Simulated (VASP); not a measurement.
# CuF in VASP: further runs

CuF is run at these levels: PBE; tasks: single point, relaxation of cell and atoms.

Everything below comes from runs of VASP 6.6.1. Logs are shortened: lines on timing, memory, paths and dates and some standing lists are left out, and cuts for length are marked.

### 1 The cell of the first run

The typed cell holds 2 atoms: a = 2.792 Å, b = 2.792 Å, c = 2.795 Å, α = 90.00°, β = 90.00°, γ = 90.00°.

### 2 Single point, PBE, collinear spin, ferromagnetic start

Contents of INCAR:

```
SYSTEM = CuF
  ALGO = Normal
  EDIFF = 1E-7
  ENCUT = 520
  GGA = PE
  ISIF = 2
  ISMEAR = 0
  ISPIN = 2
  LASPH = .TRUE.
  LCHARG = .TRUE.
  LELF = .TRUE.
  LMAXMIX = 4
  LORBIT = 11
  LREAL = .FALSE.
  LVHAR = .TRUE.
  LWAVE = .FALSE.
  MAGMOM = 1 0
  NBANDS = 20
  NELM = 150
  PREC = Accurate
  SIGMA = 0.1
```

Contents of KPOINTS:

```
k-points
0
G
  8 8 6
  0 0 0
```

Contents of POSCAR:

```
CuF
1.0
    2.7921833191      0.0000000000      0.0000000000
    0.0000000000      2.7921833191      0.0000000000
    0.0000000000      0.0000000000      2.7945663996
Cu F
1 1
Direct
    0.0000000000      0.0000000000      0.0000000000
    0.5000000000      0.5000000000      0.5000000000
```

Potentials or basis: VASP PAW PBE potentials, release 64 (Cu, F).

On the command line:

```bash
cat potpaw_PBE.64/Cu/POTCAR potpaw_PBE.64/F/POTCAR > POTCAR
mpirun -np 1 vasp_std > vasp.out
```

OUTCAR:

```text
SYSTEM = CuF
   EDIFF = 1E-7
   ENCUT = 520
   GGA = PE
   ISIF = 2
   ISMEAR = 0
   ISPIN = 2
   LASPH = .TRUE.
   LORBIT = 11
   LREAL = .FALSE.
   NELM = 150
   PREC = Accurate

 ion  position               nearest neighbor table
   1  0.000  0.000  0.000-
   2  0.500  0.500  0.500-

  LATTYP: Found a simple tetragonal cell.
 ALAT       =     2.7921833191
 C/A-ratio  =     1.0008534828

  Lattice vectors:

 A1 = (   2.7921833191,   0.0000000000,   0.0000000000)
 A2 = (   0.0000000000,   2.7921833191,   0.0000000000)
 A3 = (   0.0000000000,   0.0000000000,   2.7945663996)

Analysis of symmetry for initial positions (statically):
=====================================================================
 Subroutine PRICEL returns:
 Original cell was already a primitive cell.

 Routine SETGRP: Setting up the symmetry group for a
 simple tetragonal supercell.

 Subroutine GETGRP returns: Found 16 space group operations
 (whereof 16 operations were pure point group operations)
 out of a pool of 16 trial point group operations.

The static configuration has the point symmetry D_4h.

Analysis of symmetry for dynamics (positions and initial velocities):
=====================================================================
 Subroutine PRICEL returns:
 Original cell was already a primitive cell.

 Routine SETGRP: Setting up the symmetry group for a
 simple tetragonal supercell.

 Subroutine GETGRP returns: Found 16 space group operations
 (whereof 16 operations were pure point group operations)
 out of a pool of 16 trial point group operations.

The dynamic configuration has the point symmetry D_4h.

Analysis of structural, dynamic, and magnetic symmetry:
=====================================================================
 Subroutine PRICEL returns:
 Original cell was already a primitive cell.

 Routine SETGRP: Setting up the symmetry group for a
 simple tetragonal supercell.

 Subroutine GETGRP returns: Found 16 space group operations
 (whereof 16 operations were pure point group operations)
 out of a pool of 16 trial point group operations.

The overall configuration has the point symmetry D_4h.

 Subroutine INISYM returns: Found 16 space group operations
 (whereof 16 operations are pure point group operations),
 and found     1 'primitive' translations

----------------------------------------------------------------------------------------

                                     Primitive cell

  volume of cell :      21.7872

  direct lattice vectors                    reciprocal lattice vectors
     2.792183319  0.000000000  0.000000000     0.358142674  0.000000000  0.000000000
     0.000000000  2.792183319  0.000000000     0.000000000  0.358142674  0.000000000
     0.000000000  0.000000000  2.794566400     0.000000000  0.000000000  0.357837266

  length of vectors
     2.792183319  2.792183319  2.794566400     0.358142674  0.358142674  0.357837266

  position of ions in fractional coordinates (direct lattice)
     0.000000000  0.000000000  0.000000000
     0.500000000  0.500000000  0.500000000

  ion indices of the primitive-cell ions
   primitive index   ion index
                 1           1
                 2           2

----------------------------------------------------------------------------------------

 KPOINTS: k-points

Automatic generation of k-mesh.
 Grid dimensions read from file:
 generate k-points for:    8    8    6

 Generating k-lattice:

  Cartesian coordinates                     Fractional coordinates (reciprocal lattice)
     0.044767834  0.000000000  0.000000000     0.125000000  0.000000000  0.000000000
     0.000000000  0.044767834  0.000000000     0.000000000  0.125000000  0.000000000
     0.000000000  0.000000000  0.059639544     0.000000000  0.000000000  0.166666667

  Length of vectors
     0.044767834  0.044767834  0.059639544

  Shift w.r.t. Gamma in fractional coordinates (k-lattice)
     0.000000000  0.000000000  0.000000000

 Subroutine IBZKPT returns following result:
 ===========================================

 Found     60 irreducible k-points:

 Following reciprocal coordinates:
            Coordinates               Weight
  0.000000  0.000000  0.000000      1.000000
  0.125000  0.000000  0.000000      4.000000
  0.250000  0.000000  0.000000      4.000000
  0.375000  0.000000  0.000000      4.000000
  0.500000  0.000000  0.000000      2.000000
  0.125000  0.125000  0.000000      4.000000
[... 16 lines left out ...]
  0.375000  0.125000  0.166667     16.000000
  0.500000  0.125000  0.166667      8.000000
 [... further k-points ...]
   k-points           NKPTS =     60   k-points in BZ     NKDIM =     60   number of bands    NBANDS=     20
   number of dos      NEDOS =    301   number of ions     NIONS =      2
   total plane-waves  NPLWV =  13824
   dimension x,y,z NGX =    24 NGY =   24 NGZ =   24
   dimension x,y,z NGXF=    48 NGYF=   48 NGZF=   48
   ions per type =               1   1
   NGX,Y,Z   is equivalent  to a cutoff of  14.29, 14.29, 14.28 a.u.
   NGXF,Y,Z  is equivalent  to a cutoff of  28.58, 28.58, 28.55 a.u.
 SYSTEM =  CuF
   PREC   = accura    normal or accurate (medium, high low for compatibility)
   ISTART =      0    job   : 0-new  1-cont  2-samecut
   ICHARG =      2    charge: 1-file 2-atom 10-const
   ISPIN  =      2    spin polarized calculation?
   LNONCOLLINEAR =      F non collinear calculations
   LSORBIT =      F    spin-orbit coupling
   LASPH  =      T    aspherical Exc in radial PAW
   ENCUT  =  520.0 eV  38.22 Ry    6.18 a.u.   5.19  5.19  5.20*2*pi/ulx,y,z
   NELM   =    150;   NELMIN=  2; NELMDL= -5     # of ELM steps
   EDIFF  = 0.1E-06   stopping-criterion for ELM
   LREAL  =      F    real-space projection
   EDIFFG = 0.1E-05   stopping-criterion for IOM
   NSW    =      0    number of steps for IOM
   IBRION =     -1    ionic relax: 0-MD 1-quasi-New 2-CG
   NFREE  =      0    steps in history (QN), initial steepest desc. (CG)
   ISIF   =      2    stress and relaxation
   ISYM   =      2    0-nonsym 1-usesym 2-fastsym
   POTIM  = 0.5000    time-step for ionic-motion
   TEBEG  =    0.0;   TEEND  =   0.0 temperature during run
   PSTRESS=    0.0 pullay stress
   NELECT =      18.0000    total number of electrons
   NUPDOWN=      -1.0000    fix difference up-down
   EMIN   =  10.00;   EMAX   =-10.00  energy-range for DOS
   EFERMI =   0.00;   METHOD = LEGACY
   ISMEAR =     0;   SIGMA  =   0.10  broadening in eV -4-tet -1-fermi 0-gaus
   EFERMI_NEDOS =   21; number of points for ismear=-14 and -15
   IALGO  =     38    algorithm
   IMIX   =      4    mixing-type and parameters
     AMIX     =   0.40;   BMIX     =  1.00
     AMIX_MAG =   1.60;   BMIX_MAG =  1.00
  volume/ion in A,a.u.               =      10.89        73.51
  Fermi-wavevector in a.u.,A,eV,Ry     =   1.536143  2.902889 32.106137  2.359734
  Thomas-Fermi vector in A             =   2.642833
   LORBIT       =     11    0 simple, 1 ext, 2 COOP (PROOUT), +10 PAW based schemes
   GGA     = PE    functional components
   LHFCALC =     F    Hartree Fock is set to
   AEXX    =    0.0000 exact exchange contribution
   IVDW    =     0    specifies the selected vdW correction
   LEPSILON=     F    determine dielectric tensor
   LRPA    =     F    only Hartree local field effects (RPA)
 spin polarized calculation
 Gauss-broadening in eV      SIGMA  =   0.10
  energy-cutoff  :      520.00
  volume of cell :       21.79
 maximum number of plane-waves:       624
 NGX is ok and might be reduce to    24
   NGX = 11   NGY = 11   NGZ = 11

 number of electron      18.0000025 magnetization       0.0004022

 Free energy of the ion-electron system (eV)
  ---------------------------------------------------
  ext. energy  EPLUGINS =         0.00000000
  ---------------------------------------------------
  free energy    TOTEN  =        -6.99482038 eV

  energy without entropy =       -6.98875182  energy(sigma->0) =       -6.99178610

 E-fermi :   4.3687     XC(G=0): -11.5273

 val. band max:        4.3475101851   @ k =   0.5000   0.5000   0.5000
 cond. band min:       4.5953826865   @ k =   0.1250   0.0000   0.1667
 fundamental gap:      0.2478725014
 Fermi energy:         4.3686598804

 spin component 1

 k-point     1 :       0.0000    0.0000    0.0000
  band No.  band energies     occupation
      1     -19.3881      1.00000
      2       0.1314      1.00000
      3       0.1378      1.00000
      4       0.1378      1.00000
      5       2.4440      1.00000
      6       2.6048      1.00000
[... 12 lines left out ...]
     19      34.8974      0.00000
     20      35.5547      0.00000

 k-point     2 :       0.1250    0.0000    0.0000
  band No.  band energies     occupation
      1     -19.3378      1.00000
      2      -0.6488      1.00000
      3       0.1202      1.00000
      4       0.1268      1.00000
      5       2.6357      1.00000
      6       2.7935      1.00000
[... 12 lines left out ...]
     19      35.1047      0.00000
     20      35.6899      0.00000

 k-point     3 :       0.2500    0.0000    0.0000
  band No.  band energies     occupation
      1     -19.2127      1.00000
      2      -1.8456      1.00000
      3       0.0922      1.00000
      4       0.0990      1.00000
      5       2.7092      1.00000
      6       3.2779      1.00000
[... 12 lines left out ...]
     19      35.2070      0.00000
     20      36.0698      0.00000

 k-point     4 :       0.3750    0.0000    0.0000
  band No.  band energies     occupation
      1     -19.0838      1.00000
      2      -2.7294      1.00000
      3       0.0626      1.00000
      4       0.0696      1.00000
      5       2.7836      1.00000
      6       3.7486      1.00000
[... 429 lines left out ...]
 k-point    23 :       0.3750    0.1250    0.1667
  band No.  band energies     occupation
      1     -18.9804      1.00000
      2      -2.3456      1.00000
      3      -0.4364      1.00000
      4      -0.1746      1.00000
      5       3.0147      1.00000
      6       3.6311      1.00000
[... 12 lines left out ...]
     19      33.1350      0.00000
     20      36.4032      0.00000

 k-point    24 :       0.5000    0.1250    0.1667
  band No.  band energies     occupation
      1     -18.9312      1.00000
      2      -2.6251      1.00000
      3      -0.3939      1.00000
      4      -0.1295      1.00000
      5       3.0172      1.00000
      6       3.6236      1.00000
[... 12 lines left out ...]
     19      33.4827      0.00000
     20      35.0854      0.00000

 [... further k-points ...]

 spin component 2

 k-point     1 :       0.0000    0.0000    0.0000
  band No.  band energies     occupation
      1     -19.3881      1.00000
      2       0.1313      1.00000
      3       0.1378      1.00000
      4       0.1378      1.00000
      5       2.4440      1.00000
      6       2.6054      1.00000
[... 12 lines left out ...]
     19      34.8974      0.00000
     20      35.5548      0.00000

 k-point     2 :       0.1250    0.0000    0.0000
  band No.  band energies     occupation
      1     -19.3378      1.00000
      2      -0.6488      1.00000
      3       0.1202      1.00000
      4       0.1268      1.00000
      5       2.6363      1.00000
      6       2.7940      1.00000
[... 12 lines left out ...]
     19      35.1047      0.00000
     20      35.6900      0.00000

 k-point     3 :       0.2500    0.0000    0.0000
  band No.  band energies     occupation
      1     -19.2127      1.00000
      2      -1.8456      1.00000
      3       0.0922      1.00000
      4       0.0990      1.00000
      5       2.7098      1.00000
      6       3.2785      1.00000
[... 12 lines left out ...]
     19      35.2070      0.00000
     20      36.0698      0.00000

 k-point     4 :       0.3750    0.0000    0.0000
  band No.  band energies     occupation
      1     -19.0838      1.00000
      2      -2.7294      1.00000
      3       0.0626      1.00000
      4       0.0696      1.00000
      5       2.7842      1.00000
      6       3.7491      1.00000
[... 429 lines left out ...]
 k-point    23 :       0.3750    0.1250    0.1667
  band No.  band energies     occupation
      1     -18.9804      1.00000
      2      -2.3456      1.00000
      3      -0.4364      1.00000
      4      -0.1746      1.00000
      5       3.0153      1.00000
      6       3.6314      1.00000
[... 12 lines left out ...]
     19      33.1351      0.00000
     20      36.4032      0.00000

 k-point    24 :       0.5000    0.1250    0.1667
  band No.  band energies     occupation
      1     -18.9312      1.00000
      2      -2.6251      1.00000
      3      -0.3939      1.00000
      4      -0.1295      1.00000
      5       3.0178      1.00000
      6       3.6239      1.00000
[... 12 lines left out ...]
     19      33.4827      0.00000
     20      35.0854      0.00000

 [... further k-points ...]
[... 5 lines left out ...]
  --------------------------------------------------------------------------------------
  -------------------------------------------------------------------------------------
  Total       -0.0135490     -0.0135490     -0.0204380      0.0000000     -0.0000000     -0.0000000
  in kB       -0.9963548     -0.9963548     -1.5029601      0.0000000     -0.0000000     -0.0000000
  external PRESSURE =      -1.1652232 kB  Pullay stress =       0.0000000 kB

 VOLUME and BASIS-vectors are now :
 -----------------------------------------------------------------------------
  energy-cutoff  :      520.00
  volume of cell :       21.79
      direct lattice vectors                 reciprocal lattice vectors
     2.792183319  0.000000000  0.000000000     0.358142674  0.000000000  0.000000000
     0.000000000  2.792183319  0.000000000     0.000000000  0.358142674  0.000000000
     0.000000000  0.000000000  2.794566400     0.000000000  0.000000000  0.357837266

 POSITION                                       TOTAL-FORCE (eV/Angst)
 -----------------------------------------------------------------------------------
      0.00000      0.00000      0.00000         0.000000      0.000000      0.000000
      1.39609      1.39609      1.39728         0.000000      0.000000      0.000000
 -----------------------------------------------------------------------------------
    total drift:                                0.000000      0.000000     -0.000000

  FREE ENERGIE OF THE ION-ELECTRON SYSTEM (eV)
  ---------------------------------------------------
  free  energy   TOTEN  =        -6.9948203848 eV

  energy  without entropy=       -6.9887518232  energy(sigma->0) =       -6.99178610

 total charge

# of ion       s       p       d       tot
------------------------------------------
    1        0.208   0.140   9.391   9.738
    2        1.753   4.263   0.000   6.016
--------------------------------------------------
tot          1.961   4.403   9.391  15.754

 magnetization (x)

# of ion       s       p       d       tot
------------------------------------------
    1       -0.000  -0.000   0.000   0.000
    2       -0.000   0.000   0.000   0.000
--------------------------------------------------
tot         -0.000   0.000   0.000   0.000
```

It took 36 s on 1 thread of Intel Xeon Platinum 8488C (Sapphire Rapids), shared host; peak memory 0.17 GiB.

Results:

```yaml
Free_energy: -6.9948 eV
Pressure: -0.1 GPa
Band_gap_on_the_k_mesh: zero (filled and empty bands overlap)
Net_moment: 0.00 μB per cell
Valence_electrons_inside_the_program's_atomic_spheres: Cu 9.74; F 6.02
```

Caveat: the k points lie up to 0.37 Å⁻¹ apart; semilocal functionals often make such compounds metallic where correlation or magnetic order opens a gap, which also shifts bond lengths.

### 3 Single point, PBE

Contents of INCAR:

```
PREC = Accurate ; ENCUT = 520
EDIFF = 1E-7 ; ISMEAR = 0
SIGMA = 0.1 ; LREAL = F
LASPH = T ; NELM = 60
ALGO = Normal ; ISIF = 2
LWAVE = F ; LCHARG = F
GGA = PE ; NBANDS = 16
```

Contents of KPOINTS:

```
Automatic mesh
0
Gamma
  20 20 20
```

Contents of POSCAR:

```
CuF
1.0
    2.7941275260      0.0000000000      0.0000000000
    0.0000000000      2.7941275260      0.0000000000
    0.0000000000      0.0000000000      2.7941275260
Cu F
1 1
Direct
    0.0000000000      0.0000000000      0.0000000000
    0.5000000000      0.5000000000      0.5000000000
```

Potentials or basis: VASP PAW PBE potentials, release 64 (Cu, F).

On the command line:

```bash
cat potpaw_PBE.64/Cu/POTCAR potpaw_PBE.64/F/POTCAR > POTCAR
mpirun -np 1 vasp_std > vasp.out
```

Wall time 54 s (1 thread of Intel Xeon Platinum 8488C (Sapphire Rapids), shared host); peak memory 0.22 GiB.

It converged, with:

| Quantity | Value |
| --- | --- |
| Free energy | -6.9949 eV |
| Pressure | -0.1 GPa |
| Band gap on the k mesh | zero (band 9 reaches 4.32 eV, above the bottom of band 10 at 3.99 eV) |

Levels at points of the mesh, in eV from the Fermi level:
```tsv
k point	band 7	band 8	band 9	band 10	band 11	band 12
(0.00, 0.00, 0.00)	-1.75	-0.34	-0.34	-0.34	15.04	15.04
(0.50, 0.00, 0.00)	-0.30	-0.18	-0.18	4.09	4.55	16.25
(0.50, 0.50, 0.00)	-0.70	-0.70	-0.04	4.73	8.29	8.29
(0.50, 0.50, 0.50)	-0.07	-0.02	-0.02	6.82	6.82	6.82
```

Caveat: semilocal functionals often make such compounds metallic where correlation or magnetic order opens a gap, which also shifts bond lengths. With open d or f shells a metallic result of PBE can be an artefact of self-interaction; +U or a hybrid may open a gap.

(Part 1 of 2 ends here.)
